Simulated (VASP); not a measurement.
# Pd (Fm-3m) in VASP: notebook

Aim: see how the results for Pd move with the level of theory and the settings. Levels: PBEsol, PBEsol-based screened hybrid, r2SCAN0, r2SCAN. Tasks: relaxation of cell and atoms, single point.

All numbers are computed with VASP 6.6.1; they aren't measurements. Logs are shortened: lines on timing, memory, paths and dates and some standing lists are left out, and cuts for length are marked.

## 1. The cell of the first run

Symmetry: Fm-3m, No. 225, cubic system. The conventional cell has a = 3.893 Å, b = 3.893 Å, c = 3.893 Å, α = 90.00°, β = 90.00°, γ = 90.00°. Within 3.6 Å of Pd (site symmetry m-3m) lie 12 Pd at 2.75 Å.

## 2. Relaxation of cell and atoms, PBEsol, target pressure 30 GPa, at which the enthalpy is minimised

Contents of INCAR:

```
SYSTEM = Pd
PREC     = Accurate       ! precision mode
ENCUT    = 600            ! plane-wave cutoff, eV
EDIFF    = 1E-7           ! SCF threshold, eV
ISMEAR   = -1             ! smearing method
SIGMA    = 0.05           ! smearing width, eV
LREAL    = .FALSE.        ! projectors in reciprocal space
LASPH    = .TRUE.         ! aspherical terms in the spheres
NELM     = 60             ! most SCF steps
ALGO     = Normal         ! electronic algorithm
ISIF     = 3              ! what is computed and relaxed
LWAVE    = .FALSE.        ! write WAVECAR
LCHARG   = .FALSE.        ! write CHGCAR
GGA      = PS             ! functional
IBRION   = 2              ! ionic algorithm
NSW      = 80             ! ionic steps
EDIFFG   = -0.005         ! ionic threshold
PSTRESS  = 300.0
```

Contents of KPOINTS:

```
regular mesh
0
G
  12 12 12
  0 0 0
```

Contents of POSCAR:

```
Pd
1.0
    0.0000000000      1.9465000000      1.9465000000
    1.9465000000      0.0000000000      1.9465000000
    1.9465000000      1.9465000000      0.0000000000
Pd
1
Direct
    0.0000000000      0.0000000000      0.0000000000
```

Potentials or basis: VASP PAW PBE potentials, release 64 (Pd).

Started as:

```
cat potpaw_PBE.64/Pd/POTCAR > POTCAR
mpirun -np 1 vasp_std > vasp.out
```

OUTCAR:

```text
SYSTEM = Pd
   PREC = Accurate
   ENCUT = 600
   EDIFF = 1E-7
   ISMEAR = -1
   LREAL = .FALSE.
   LASPH = .TRUE.
   NELM = 60
   ISIF = 3
   GGA = PS
   IBRION = 2
   NSW = 80
   EDIFFG = -0.005
   PSTRESS = 300.0

 ion  position               nearest neighbor table
   1  0.000  0.000  0.000-

  LATTYP: Found a face centered cubic cell.
 ALAT       =     3.8930000000

  Lattice vectors:

 A1 = (   0.0000000000,   1.9465000000,   1.9465000000)
 A2 = (   1.9465000000,   0.0000000000,   1.9465000000)
 A3 = (   1.9465000000,   1.9465000000,   0.0000000000)

Analysis of symmetry for initial positions (statically):
[... 33 lines left out ...]
                                     Primitive cell

  volume of cell :      14.7500

  direct lattice vectors                    reciprocal lattice vectors
     0.000000000  1.946500000  1.946500000    -0.256871307  0.256871307  0.256871307
     1.946500000  0.000000000  1.946500000     0.256871307 -0.256871307  0.256871307
     1.946500000  1.946500000  0.000000000     0.256871307  0.256871307 -0.256871307

  length of vectors
     2.752766699  2.752766699  2.752766699     0.444914156  0.444914156  0.444914156

  position of ions in fractional coordinates (direct lattice)
     0.000000000  0.000000000  0.000000000

  ion indices of the primitive-cell ions
   primitive index   ion index
                 1           1

----------------------------------------------------------------------------------------

 KPOINTS: regular mesh

Automatic generation of k-mesh.
 Grid dimensions read from file:
 generate k-points for:   12   12   12

 Generating k-lattice:

  Cartesian coordinates                     Fractional coordinates (reciprocal lattice)
    -0.021405942  0.021405942  0.021405942     0.083333333  0.000000000  0.000000000
     0.021405942 -0.021405942  0.021405942     0.000000000  0.083333333  0.000000000
     0.021405942  0.021405942 -0.021405942     0.000000000  0.000000000  0.083333333

  Length of vectors
     0.037076180  0.037076180  0.037076180

  Shift w.r.t. Gamma in fractional coordinates (k-lattice)
     0.000000000  0.000000000  0.000000000

 Subroutine IBZKPT returns following result:
 ===========================================

 Found     72 irreducible k-points:

 Following reciprocal coordinates:
            Coordinates               Weight
  0.000000  0.000000  0.000000      1.000000
  0.083333  0.000000  0.000000      8.000000
  0.166667  0.000000  0.000000      8.000000
  0.250000  0.000000  0.000000      8.000000
  0.333333  0.000000  0.000000      8.000000
  0.416667  0.000000  0.000000      8.000000
[... 16 lines left out ...]
  0.500000  0.166667  0.000000     24.000000
 -0.416667  0.166667  0.000000     24.000000
 [... further k-points ...]
   k-points           NKPTS =     72   k-points in BZ     NKDIM =     72   number of bands    NBANDS=      9
   number of dos      NEDOS =    301   number of ions     NIONS =      1
   total plane-waves  NPLWV =  13824
   dimension x,y,z NGX =    24 NGY =   24 NGZ =   24
   dimension x,y,z NGXF=    48 NGYF=   48 NGZF=   48
   ions per type =               1
   NGX,Y,Z   is equivalent  to a cutoff of  14.49, 14.49, 14.49 a.u.
   NGXF,Y,Z  is equivalent  to a cutoff of  28.99, 28.99, 28.99 a.u.
 SYSTEM =  Pd
   PREC   = accura    normal or accurate (medium, high low for compatibility)
   ISTART =      0    job   : 0-new  1-cont  2-samecut
   ICHARG =      2    charge: 1-file 2-atom 10-const
   ISPIN  =      1    spin polarized calculation?
   LNONCOLLINEAR =      F non collinear calculations
   LSORBIT =      F    spin-orbit coupling
   LASPH  =      T    aspherical Exc in radial PAW
   ENCUT  =  600.0 eV  44.10 Ry    6.64 a.u.   5.50  5.50  5.50*2*pi/ulx,y,z
   NELM   =     60;   NELMIN=  2; NELMDL= -5     # of ELM steps
   EDIFF  = 0.1E-06   stopping-criterion for ELM
   LREAL  =      F    real-space projection
   EDIFFG = -.5E-02   stopping-criterion for IOM
   NSW    =     80    number of steps for IOM
   IBRION =      2    ionic relax: 0-MD 1-quasi-New 2-CG
   NFREE  =      1    steps in history (QN), initial steepest desc. (CG)
   ISIF   =      3    stress and relaxation
   ISYM   =      2    0-nonsym 1-usesym 2-fastsym
   POTIM  = 0.5000    time-step for ionic-motion
   TEBEG  =    0.0;   TEEND  =   0.0 temperature during run
   PSTRESS=  300.0 pullay stress
   NELECT =      10.0000    total number of electrons
   NUPDOWN=      -1.0000    fix difference up-down
   EMIN   =  10.00;   EMAX   =-10.00  energy-range for DOS
   EFERMI =   0.00;   METHOD = LEGACY
   ISMEAR =    -1;   SIGMA  =   0.05  broadening in eV -4-tet -1-fermi 0-gaus
   EFERMI_NEDOS =   21; number of points for ismear=-14 and -15
   IALGO  =     38    algorithm
   IMIX   =      4    mixing-type and parameters
     AMIX     =   0.40;   BMIX     =  1.00
     AMIX_MAG =   1.60;   BMIX_MAG =  1.00
  volume/ion in A,a.u.               =      14.75        99.54
  Fermi-wavevector in a.u.,A,eV,Ry     =   1.438171  2.717748 28.141404  2.068335
  Thomas-Fermi vector in A             =   2.557167
   LORBIT       =      0    0 simple, 1 ext, 2 COOP (PROOUT), +10 PAW based schemes
   GGA     = PS    functional components
   LHFCALC =     F    Hartree Fock is set to
   AEXX    =    0.0000 exact exchange contribution
   IVDW    =     0    specifies the selected vdW correction
   LEPSILON=     F    determine dielectric tensor
   LRPA    =     F    only Hartree local field effects (RPA)
 conjugate gradient relaxation of ions
 non-spin polarized calculation
  energy-cutoff  :      600.00
  volume of cell :       14.75
 maximum number of plane-waves:       531
 NGX is ok and might be reduce to    24
   NGX = 11   NGY = 11   NGZ = 11

--------------------------------------- Ionic step        1  -------------------------------------------

 number of electron      10.0000000 magnetization

 number of electron       9.9999999 magnetization

 Free energy of the ion-electron system (eV)
  ---------------------------------------------------
  ext. energy  EPLUGINS =         0.00000000
  ---------------------------------------------------
  free energy    TOTEN  =        -5.97336457 eV

  energy without entropy =       -5.95374813  energy(sigma->0) =       -5.96355635

 E-fermi :   9.5879     XC(G=0): -13.3825

 val. band max:        9.5859213369   @ k =   0.5000   0.0000   0.0000
 cond. band min:       9.5879527238   @ k =   0.5000   0.4167   0.0833
 fundamental gap:      0.0020313869
 Fermi energy:         9.5878501437

 k-point     1 :       0.0000    0.0000    0.0000
  band No.  band energies     occupation
      1       2.3804      2.00000
      2       6.7517      2.00000
      3       6.7517      2.00000
      4       6.7517      2.00000
      5       8.3845      2.00000
      6       8.3845      2.00000
      7      26.7476      0.00000
      8      31.5186      0.00000
      9      31.5186      0.00000

 k-point     2 :       0.0833    0.0000    0.0000
  band No.  band energies     occupation
      1       2.6308      2.00000
      2       6.6650      2.00000
      3       6.8370      2.00000
      4       6.8370      2.00000
      5       8.3453      2.00000
      6       8.3453      2.00000
      7      27.0004      0.00000
      8      30.0228      0.00000
      9      31.8051      0.00000

 k-point     3 :       0.1667    0.0000    0.0000
  band No.  band energies     occupation
      1       3.3100      2.00000
      2       6.5130      2.00000
      3       7.0102      2.00000
      4       7.0102      2.00000
      5       8.3182      2.00000
      6       8.3182      2.00000
      7      26.8105      0.00000
      8      28.0568      0.00000
      9      32.5483      0.00000

 k-point     4 :       0.2500    0.0000    0.0000
  band No.  band energies     occupation
      1       4.0787      2.00000
      2       6.7039      2.00000
      3       7.0490      2.00000
      4       7.0490      2.00000
      5       8.5310      2.00000
      6       8.5310      2.00000
      7      24.0767      0.00000
      8      27.7964      0.00000
      9      33.1807      0.00000
[... 356 lines left out ...]
  FORCE on cell =-STRESS in cart. coord.  units (eV):
  Direction    XX          YY          ZZ          XY          YZ          ZX
  --------------------------------------------------------------------------------------
  -------------------------------------------------------------------------------------
  Total        2.2577507      2.2577507      2.2577507      0.0000000      0.0000000      0.0000000
  in kB      275.9727488    275.9727488    275.9727488      0.0000000      0.0000000      0.0000000
  external PRESSURE =     -24.0272512 kB  Pullay stress =     300.0000000 kB

 VOLUME and BASIS-vectors are now :
 -----------------------------------------------------------------------------
  energy-cutoff  :      600.00
  volume of cell :       13.11
      direct lattice vectors                 reciprocal lattice vectors
     0.000000000  1.871386354  1.871386354    -0.267181600  0.267181600  0.267181600
     1.871386354  0.000000000  1.871386354     0.267181600 -0.267181600  0.267181600
     1.871386354  1.871386354 -0.000000000     0.267181600  0.267181600 -0.267181600

 POSITION                                       TOTAL-FORCE (eV/Angst)
 -----------------------------------------------------------------------------------
      0.00000      0.00000      0.00000        -0.000000     -0.000000      0.000000
 -----------------------------------------------------------------------------------
    total drift:                               -0.000000      0.000000     -0.000000

  FREE ENERGIE OF THE ION-ELECTRON SYSTEM (eV)
  ---------------------------------------------------
  free  energy   TOTEN  =        -5.8679105783 eV

  energy  without entropy=       -5.8513106696  energy(sigma->0) =       -5.85961062

  enthalpy is  TOTEN    =        -3.4135913881 eV   P V=        2.4543191903

--------------------------------------- Ionic step        5  -------------------------------------------

 number of electron       9.9999999 magnetization

 Free energy of the ion-electron system (eV)
  ---------------------------------------------------
  ext. energy  EPLUGINS =         0.00000000
  ---------------------------------------------------
  free energy    TOTEN  =        -5.85170972 eV

  energy without entropy =       -5.83525570  energy(sigma->0) =       -5.84348271

 E-fermi :  11.8732     XC(G=0): -14.1729

 val. band max:       11.8710118073   @ k =   0.4167   0.3333   0.0000
 cond. band min:      11.8745821164   @ k =   0.4167   0.2500   0.0000
 fundamental gap:      0.0035703092
 Fermi energy:        11.8731656705

 k-point     1 :       0.0000    0.0000    0.0000
  band No.  band energies     occupation
      1       3.6324      2.00000
      2       8.3980      2.00000
      3       8.3980      2.00000
      4       8.3980      2.00000
      5      10.3984      2.00000
      6      10.3984      2.00000
      7      28.9900      0.00000
      8      34.4942      0.00000
      9      37.4603      0.00000

 k-point     2 :       0.0833    0.0000    0.0000
  band No.  band energies     occupation
      1       3.9124      2.00000
      2       8.2886      2.00000
      3       8.5007      2.00000
      4       8.5007      2.00000
      5      10.3467      2.00000
      6      10.3467      2.00000
      7      29.3487      0.00000
      8      32.9820      0.00000
      9      34.8746      0.00000

 k-point     3 :       0.1667    0.0000    0.0000
  band No.  band energies     occupation
      1       4.6589      2.00000
      2       8.1004      2.00000
      3       8.7089      2.00000
      4       8.7089      2.00000
      5      10.3061      2.00000
      6      10.3061      2.00000
      7      29.8566      0.00000
      8      30.6032      0.00000
      9      35.9115      0.00000

 k-point     4 :       0.2500    0.0000    0.0000
  band No.  band energies     occupation
      1       5.4420      2.00000
      2       8.3476      2.00000
      3       8.7519      2.00000
      4       8.7519      2.00000
      5      10.5633      2.00000
      6      10.5633      2.00000
      7      27.3812      0.00000
      8      30.3845      0.00000
      9      37.1080      0.00000
[... 247 lines left out ...]
  --------------------------------------------------------------------------------------
  -------------------------------------------------------------------------------------
  Total        2.4395695      2.4395695      2.4395695      0.0000000      0.0000000      0.0000000
  in kB      300.2626865    300.2626865    300.2626865      0.0000000      0.0000000      0.0000000
  external PRESSURE =       0.2626865 kB  Pullay stress =     300.0000000 kB

 VOLUME and BASIS-vectors are now :
 -----------------------------------------------------------------------------
  energy-cutoff  :      600.00
  volume of cell :       13.02
      direct lattice vectors                 reciprocal lattice vectors
     0.000000000  1.867085218  1.867085218    -0.267797096  0.267797096  0.267797096
     1.867085218  0.000000000  1.867085218     0.267797096 -0.267797096  0.267797096
     1.867085218  1.867085218 -0.000000000     0.267797096  0.267797096 -0.267797096

 POSITION                                       TOTAL-FORCE (eV/Angst)
 -----------------------------------------------------------------------------------
      0.00000      0.00000      0.00000         0.000000      0.000000      0.000000
 -----------------------------------------------------------------------------------
    total drift:                               -0.000000      0.000000      0.000000

  FREE ENERGIE OF THE ION-ELECTRON SYSTEM (eV)
  ---------------------------------------------------
  free  energy   TOTEN  =        -5.8517097182 eV

  energy  without entropy=       -5.8352556972  energy(sigma->0) =       -5.84348271

  enthalpy is  TOTEN    =        -3.4142744576 eV   P V=        2.4374352607

 reached required accuracy - stopping structural energy minimisation
```

Run time: 21 s. Hardware: 1 thread of Intel Xeon 6975P-C (Granite Rapids), shared host; peak memory 0.16 GiB.

Results:

* Free energy: -5.8517 eV
* Relaxed volume: 13.02 Å³/atom
* Relaxed cell: a = 2.640 Å, b = 2.640 Å, c = 2.640 Å, α = 60.00°, β = 60.00°, γ = 60.00°
* Space group after relaxing (to 0.05 Å): Fm-3m (No. 225)
* Energy change on relaxing (the enthalpy is what falls): +121.7 meV/atom
* Ionic steps: 5
* Pressure after relaxing: 30.0 GPa
* Band gap on the k mesh: zero (band 5 reaches 12.27 eV, above the bottom of band 6 at 10.31 eV)

The path:
| step | energy change (eV) | largest force (eV/Å) | pressure (GPa) | volume (Å³) |
| --- | --- | --- | --- | --- |
| 1 | 0.0000 | 0.0000 | -3.27 | 14.75 |
| 2 | 3.3869 | 0.0000 | 322.63 | 9.13 |
| 3 | 0.0853 | 0.0000 | 24.39 | 13.23 |
| 4 | 0.1055 | 0.0000 | 27.60 | 13.11 |
| 5 | 0.1217 | 0.0000 | 30.03 | 13.02 |

Final structure:
```
Pd
1.0
     0.00000    1.86709    1.86709
     1.86709    0.00000    1.86709
     1.86709    1.86709    0.00000
Pd
1
Direct
  0.00000 0.00000 0.00000
```

Caveat: the cell is relaxed towards a set pressure, so the enthalpy falls and the energy may rise; the PAW data sets were made with another functional, which shifts forces and pressure a little.

## 3. Single point, PBEsol-based screened hybrid

This run uses another cell than the first one, of 14.32 Å³/atom, 0.971 times its volume.

Contents of POSCAR:

```
Pd
1.0
    0.0000000000      1.9271996889      1.9271996889
    1.9271996889      0.0000000000      1.9271996889
    1.9271996889      1.9271996889      0.0000000000
Pd
1
Direct
    0.0000000000      0.0000000000      0.0000000000
```

Contents of INCAR.step1:

```
PREC = Accurate ; ENCUT = 520
EDIFF = 1E-5 ; ISMEAR = -1
SIGMA = 0.05 ; LREAL = F
LASPH = T ; NELM = 100
ALGO = Normal ; ISIF = 2
LWAVE = T ; LCHARG = F
NBANDS = 11 ; GGA = PE
```

Contents of INCAR.step2:

```
PREC = Accurate ; ENCUT = 520
EDIFF = 1E-7 ; ISMEAR = -1
SIGMA = 0.05 ; LREAL = F
LASPH = T ; NELM = 100
ALGO = Normal ; ISIF = 2
LWAVE = F ; LCHARG = F
GGA = PS ; LHFCALC = T
AEXX = 0.25 ; HFSCREEN = 0.207
PRECFOCK = Normal ; NBANDS = 11
ISTART = 1
```

Contents of KPOINTS:

```
Automatic mesh
0
Gamma
  6 6 6
```

Potentials or basis: VASP PAW PBE potentials, release 64 (Pd).

Started as:

```
cat potpaw_PBE.64/Pd/POTCAR > POTCAR
cp INCAR.step1 INCAR
mpirun -np 1 vasp_std > vasp.out
cp INCAR.step2 INCAR
mpirun -np 1 vasp_std > vasp.out
```

Wall time 5.6 min (1 thread of Intel Xeon 6975P-C (Granite Rapids), shared host); peak memory 0.23 GiB.

It converged, with:

```yaml
Free_energy: -6.5026 eV
Pressure: 0.6 GPa
Band_gap_on_the_k_mesh: zero (band 5 reaches 9.88 eV, above the bottom of band 6 at 7.51 eV)
```

Levels at points of the mesh, in eV from the Fermi level:
| k point | band 2 | band 3 | band 4 | band 5 | band 6 | band 7 | band 8 | band 9 |
| --- | --- | --- | --- | --- | --- | --- | --- | --- |
| (0.00, 0.00, 0.00) | -3.44 | -3.44 | -3.44 | -1.79 | -1.79 | 18.89 | 24.03 | 24.03 |
| (0.50, 0.00, 0.00) | -3.58 | -3.58 | -0.08 | -0.08 | 1.62 | 9.04 | 18.20 | 23.35 |
| (0.50, 0.50, 0.00) | -6.00 | -0.35 | 0.54 | 0.54 | 4.29 | 12.70 | 14.98 | 14.98 |

Caveat: the k points lie up to 0.47 Å⁻¹ apart; the PAW data sets were made with another functional, which shifts forces and pressure a little.

[end of part 1 of 2]
